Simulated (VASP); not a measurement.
# Ta (I4/mmm) in VASP: notebook

Ta is run at these levels: r2SCAN; tasks: single point.

Program: VASP 6.6.1. These are calculated values, not measurements. Logs are shortened: lines on timing, memory, paths and dates and some standing lists are left out, and cuts for length are marked.

## (1) The cell of the first run

It takes space group I4/mmm (No. 139, tetragonal). Conventional cell: a = 3.303 Å, b = 3.303 Å, c = 3.179 Å, α = 90.00°, β = 90.00°, γ = 90.00°. Within 3.7 Å of Ta (site symmetry 4/mmm) lie 14 Ta at 2.82 to 3.30 Å.

## (2) Single point, r2SCAN (strain -0.0375 x Voigt [0, 0, 1, 0, 0, 0])

File POSCAR:

```
Ta
1.0
   -1.6512800000      1.6512800000      1.5893570000
    1.6512800000     -1.6512800000      1.5893570000
    1.6512800000      1.6512800000     -1.5893570000
Ta
1
Direct
    0.0000000000      0.0000000000      0.0000000000
```

File INCAR.step1:

```
SYSTEM = Ta
PREC = Accurate
ENCUT = 520
ISMEAR = 0
SIGMA = 0.15
LREAL = .FALSE.
LASPH = .TRUE.
NELM = 100
NBANDS = 12
GGA = PE
ALGO = Normal
EDIFF = 1E-4
LWAVE = .TRUE.
LCHARG = .FALSE.
```

File INCAR.step2:

```
SYSTEM = Ta
PREC = Accurate
ENCUT = 520
EDIFF = 1E-6
ISMEAR = 0
SIGMA = 0.15
LREAL = .FALSE.
LASPH = .TRUE.
NELM = 100
ALGO = Normal
ISIF = 2
LWAVE = .FALSE.
LCHARG = .FALSE.
METAGGA = R2SCAN
LMIXTAU = .TRUE.
NBANDS = 12
ISTART = 1
```

File KPOINTS:

```
Automatic mesh
0
G
  20 20 20
  0 0 0
```

Potentials or basis: VASP PAW PBE potentials, release 64 (Ta_pv).

Started as:

```sh
cat potpaw_PBE.64/Ta_pv/POTCAR > POTCAR
cp INCAR.step1 INCAR
mpirun -np 1 vasp_std > vasp.out
cp INCAR.step2 INCAR
mpirun -np 1 vasp_std > vasp.out
```

OUTCAR:

```text
SYSTEM = Ta
   PREC = Accurate
   ENCUT = 520
   EDIFF = 1E-6
   ISMEAR = 0
   LREAL = .FALSE.
   LASPH = .TRUE.
   NELM = 100
   ISIF = 2
   METAGGA = R2SCAN
   ISTART = 1

 ion  position               nearest neighbor table
   1  0.000  0.000  0.000-

  LATTYP: Found a body centered tetragonal cell.
 ALAT       =     3.3025600000
 C/A-ratio  =     0.9625000000

  Lattice vectors:

 A1 = (  -1.6512800000,   1.6512800000,   1.5893570000)
 A2 = (   1.6512800000,  -1.6512800000,   1.5893570000)
 A3 = (   1.6512800000,   1.6512800000,  -1.5893570000)

Analysis of symmetry for initial positions (statically):
=====================================================================
 Subroutine PRICEL returns:
 Original cell was already a primitive cell.

 Routine SETGRP: Setting up the symmetry group for a
 body centered tetragonal supercell.

 Subroutine GETGRP returns: Found 16 space group operations
 (whereof 16 operations were pure point group operations)
 out of a pool of 16 trial point group operations.

The static configuration has the point symmetry D_4h.

Analysis of symmetry for dynamics (positions and initial velocities):
=====================================================================
 Subroutine PRICEL returns:
 Original cell was already a primitive cell.

 Routine SETGRP: Setting up the symmetry group for a
 body centered tetragonal supercell.

 Subroutine GETGRP returns: Found 16 space group operations
 (whereof 16 operations were pure point group operations)
 out of a pool of 16 trial point group operations.

The dynamic configuration has the point symmetry D_4h.

 Subroutine INISYM returns: Found 16 space group operations
 (whereof 16 operations are pure point group operations),
 and found     1 'primitive' translations

----------------------------------------------------------------------------------------

                                     Primitive cell

  volume of cell :      17.3350

  direct lattice vectors                    reciprocal lattice vectors
    -1.651280000  1.651280000  1.589357000     0.000000000  0.302795407  0.314592631
     1.651280000 -1.651280000  1.589357000     0.302795407  0.000000000  0.314592631
     1.651280000  1.651280000 -1.589357000     0.302795407  0.302795407  0.000000000

  length of vectors
     2.824802108  2.824802108  2.824802108     0.436638961  0.436638961  0.428217371

  position of ions in fractional coordinates (direct lattice)
     0.000000000  0.000000000  0.000000000

  ion indices of the primitive-cell ions
   primitive index   ion index
                 1           1

----------------------------------------------------------------------------------------

 KPOINTS: Automatic mesh

Automatic generation of k-mesh.
 Grid dimensions read from file:
 generate k-points for:   20   20   20

 Generating k-lattice:

  Cartesian coordinates                     Fractional coordinates (reciprocal lattice)
     0.000000000  0.015139770  0.015729632     0.050000000  0.000000000 -0.000000000
     0.015139770  0.000000000  0.015729632     0.000000000  0.050000000 -0.000000000
     0.015139770  0.015139770  0.000000000     0.000000000  0.000000000  0.050000000

  Length of vectors
     0.021831948  0.021831948  0.021410869

  Shift w.r.t. Gamma in fractional coordinates (k-lattice)
     0.000000000  0.000000000  0.000000000

 Subroutine IBZKPT returns following result:
 ===========================================

 Found    641 irreducible k-points:

 Following reciprocal coordinates:
            Coordinates               Weight
  0.000000  0.000000  0.000000      1.000000
  0.050000  0.000000 -0.000000      8.000000
  0.100000  0.000000 -0.000000      8.000000
  0.150000  0.000000 -0.000000      8.000000
  0.200000  0.000000 -0.000000      8.000000
  0.250000  0.000000 -0.000000      8.000000
[... 16 lines left out ...]
 -0.400000  0.050000  0.000000     16.000000
 -0.350000  0.050000  0.000000     16.000000
 [... further k-points ...]
   k-points           NKPTS =    641   k-points in BZ     NKDIM =    641   number of bands    NBANDS=     12
   number of dos      NEDOS =    301   number of ions     NIONS =      1
   total plane-waves  NPLWV =  13824
   dimension x,y,z NGX =    24 NGY =   24 NGZ =   24
   dimension x,y,z NGXF=    48 NGYF=   48 NGZF=   48
   ions per type =               1
   NGX,Y,Z   is equivalent  to a cutoff of  14.12, 14.12, 14.12 a.u.
   NGXF,Y,Z  is equivalent  to a cutoff of  28.25, 28.25, 28.25 a.u.
 SYSTEM =  Ta
   PREC   = accura    normal or accurate (medium, high low for compatibility)
   ISTART =      1    job   : 0-new  1-cont  2-samecut
   ICHARG =      0    charge: 1-file 2-atom 10-const
   ISPIN  =      1    spin polarized calculation?
   LNONCOLLINEAR =      F non collinear calculations
   LSORBIT =      F    spin-orbit coupling
   LASPH  =      T    aspherical Exc in radial PAW
   ENCUT  =  520.0 eV  38.22 Ry    6.18 a.u.   5.25  5.25  5.25*2*pi/ulx,y,z
   NELM   =    100;   NELMIN=  2; NELMDL=  0     # of ELM steps
   EDIFF  = 0.1E-05   stopping-criterion for ELM
   LREAL  =      F    real-space projection
   EDIFFG = 0.1E-04   stopping-criterion for IOM
   NSW    =      0    number of steps for IOM
   IBRION =     -1    ionic relax: 0-MD 1-quasi-New 2-CG
   NFREE  =      0    steps in history (QN), initial steepest desc. (CG)
   ISIF   =      2    stress and relaxation
   ISYM   =      2    0-nonsym 1-usesym 2-fastsym
   POTIM  = 0.5000    time-step for ionic-motion
   TEBEG  =    0.0;   TEEND  =   0.0 temperature during run
   PSTRESS=    0.0 pullay stress
   NELECT =      11.0000    total number of electrons
   NUPDOWN=      -1.0000    fix difference up-down
   EMIN   =  10.00;   EMAX   =-10.00  energy-range for DOS
   EFERMI =   0.00;   METHOD = LEGACY
   ISMEAR =     0;   SIGMA  =   0.15  broadening in eV -4-tet -1-fermi 0-gaus
   EFERMI_NEDOS =   21; number of points for ismear=-14 and -15
   IALGO  =     38    algorithm
   IMIX   =      4    mixing-type and parameters
     AMIX     =   0.40;   BMIX     =  1.00
     AMIX_MAG =   1.60;   BMIX_MAG =  1.00
  volume/ion in A,a.u.               =      17.33       116.98
  Fermi-wavevector in a.u.,A,eV,Ry     =   1.406797  2.658461 26.926988  1.979078
  Thomas-Fermi vector in A             =   2.529121
   LORBIT       =      0    0 simple, 1 ext, 2 COOP (PROOUT), +10 PAW based schemes
   METAGGA = R2SCAN    functional components
   LHFCALC =     F    Hartree Fock is set to
   AEXX    =    0.0000 exact exchange contribution
   IVDW    =     0    specifies the selected vdW correction
   LEPSILON=     F    determine dielectric tensor
   LRPA    =     F    only Hartree local field effects (RPA)
 non-spin polarized calculation
 Gauss-broadening in eV      SIGMA  =   0.15
  energy-cutoff  :      520.00
  volume of cell :       17.33
 maximum number of plane-waves:       482
 NGX is ok and might be reduce to    24
   NGX = 11   NGY = 11   NGZ = 11

 number of electron      11.0000000 magnetization

 Free energy of the ion-electron system (eV)
  ---------------------------------------------------
  ext. energy  EPLUGINS =         0.00000000
  ---------------------------------------------------
  free energy    TOTEN  =       -48.55723150 eV

  energy without entropy =      -48.54357117  energy(sigma->0) =      -48.55040133

 E-fermi :   5.6343     XC(G=0): -13.9952

 val. band max:        5.6312216929   @ k =   0.3500   0.2000  -0.0000
 cond. band min:       5.6351981199   @ k =  -0.2000   0.1000   0.0000
 fundamental gap:      0.0039764270
 Fermi energy:         5.6342833531

 k-point     1 :       0.0000    0.0000    0.0000
  band No.  band energies     occupation
      1     -28.4269      2.00000
      2     -28.4269      2.00000
      3     -28.4162      2.00000
      4      -2.8355      2.00000
      5       6.1193      0.00000
      6       6.6819      0.00000
      7       6.6819      0.00000
      8       9.7039      0.00000
      9      10.4714      0.00000
     10      17.9282      0.00000
     11      21.3584      0.00000
     12      21.3584      0.00000

 k-point     2 :       0.0500    0.0000   -0.0000
  band No.  band energies     occupation
      1     -28.4598      2.00000
      2     -28.4385      2.00000
      3     -28.4217      2.00000
      4      -2.7106      2.00000
      5       6.1257      0.00000
      6       6.6508      0.00000
      7       6.7083      0.00000
      8       9.6777      0.00000
      9      10.3609      0.00000
     10      17.9283      0.00000
     11      21.5807      0.00000
     12      21.5828      0.00000

 k-point     3 :       0.1000    0.0000   -0.0000
  band No.  band energies     occupation
      1     -28.5676      2.00000
      2     -28.4720      2.00000
      3     -28.4244      2.00000
      4      -2.3469      2.00000
      5       6.0016      0.00053
      6       6.5315      0.00000
      7       6.9463      0.00000
      8       9.5880      0.00000
      9      10.1595      0.00000
     10      17.9282      0.00000
     11      22.0451      0.00000
     12      22.2273      0.00000
[... 286 lines left out ...]
 k-point    23 :      -0.4000    0.0500    0.0000
  band No.  band energies     occupation
      1     -29.6212      2.00000
      2     -28.8254      2.00000
      3     -28.4590      2.00000
      4       0.9208      2.00000
      5       4.0995      2.00000
      6       5.9957      0.00066
      7      10.1300      0.00000
      8      10.8287      0.00000
      9      12.3573      0.00000
     10      17.9263      0.00000
     11      19.4052      0.00000
     12      20.8629      0.00000

 k-point    24 :      -0.3500    0.0500    0.0000
  band No.  band energies     occupation
      1     -29.4590      2.00000
      2     -28.7667      2.00000
      3     -28.4544      2.00000
      4       0.6455      2.00000
      5       4.3733      2.00000
      6       5.5270      1.68801
      7       9.9039      0.00000
      8      10.5832      0.00000
      9      11.1530      0.00000
     10      17.9273      0.00000
     11      20.3128      0.00000
     12      22.3256      0.00000

 [... further k-points ...]
[... 5 lines left out ...]
  --------------------------------------------------------------------------------------
  -------------------------------------------------------------------------------------
  Total        0.8873204      0.8873204      1.4302161      0.0000000     -0.0000000      0.0000000
  in kB       82.0102538     82.0102538    132.1871843      0.0000000     -0.0000000      0.0000000
  external PRESSURE =      98.7358973 kB  Pullay stress =       0.0000000 kB

 VOLUME and BASIS-vectors are now :
 -----------------------------------------------------------------------------
  energy-cutoff  :      520.00
  volume of cell :       17.33
      direct lattice vectors                 reciprocal lattice vectors
    -1.651280000  1.651280000  1.589357000     0.000000000  0.302795407  0.314592631
     1.651280000 -1.651280000  1.589357000     0.302795407  0.000000000  0.314592631
     1.651280000  1.651280000 -1.589357000     0.302795407  0.302795407  0.000000000

 POSITION                                       TOTAL-FORCE (eV/Angst)
 -----------------------------------------------------------------------------------
      0.00000      0.00000      0.00000        -0.000000      0.000000      0.000000
 -----------------------------------------------------------------------------------
    total drift:                               -0.000000     -0.000000      0.000000

  FREE ENERGIE OF THE ION-ELECTRON SYSTEM (eV)
  ---------------------------------------------------
  free  energy   TOTEN  =       -48.5572314959 eV

  energy  without entropy=      -48.5435711668  energy(sigma->0) =      -48.55040133
```

It took 4.4 min on 1 thread of AMD EPYC 9R45 (Zen 5), shared host; peak memory 0.22 GiB.

Results:

```yaml
Free_energy: -48.5572 eV
Pressure: 9.9 GPa
Band_gap_on_the_k_mesh: zero (an odd number of electrons rules out a gap without spin polarisation)
```

Stress tensor (GPa, compression positive):
```
 8.20  0.00  0.00
 0.00  8.20  0.00
 0.00  0.00 13.22
```

Levels at points of the mesh, in eV from the Fermi level:
| k point | band 2 | band 3 | band 4 | band 5 | band 6 | band 7 | band 8 | band 9 | band 10 | band 11 |
| --- | --- | --- | --- | --- | --- | --- | --- | --- | --- | --- |
| (0.00, 0.00, 0.00) | -34.06 | -34.05 | -8.47 | 0.49 | 1.05 | 1.05 | 4.07 | 4.84 | 12.29 | 15.72 |
| (0.50, 0.00, 0.00) | -34.52 | -34.09 | -4.73 | -1.86 | 1.78 | 4.49 | 5.73 | 8.49 | 12.29 | 12.66 |
| (0.50, 0.50, 0.00) | -34.46 | -34.05 | -4.75 | -1.29 | 1.46 | 3.88 | 5.25 | 8.40 | 12.28 | 12.85 |
| (0.50, 0.50, 0.50) | -35.06 | -34.94 | -4.24 | -4.13 | 7.40 | 7.40 | 7.54 | 9.05 | 9.05 | 10.12 |

Caveat: the cell differs from its parent crystal (strain -0.0375 x Voigt [0, 0, 1, 0, 0, 0]); the cell stands under pressure; the PAW data sets were made with another functional, which shifts forces and pressure a little; spin-orbit coupling is left out, which moves the levels of the heavy elements.

(Part 1 of 2 ends here.)
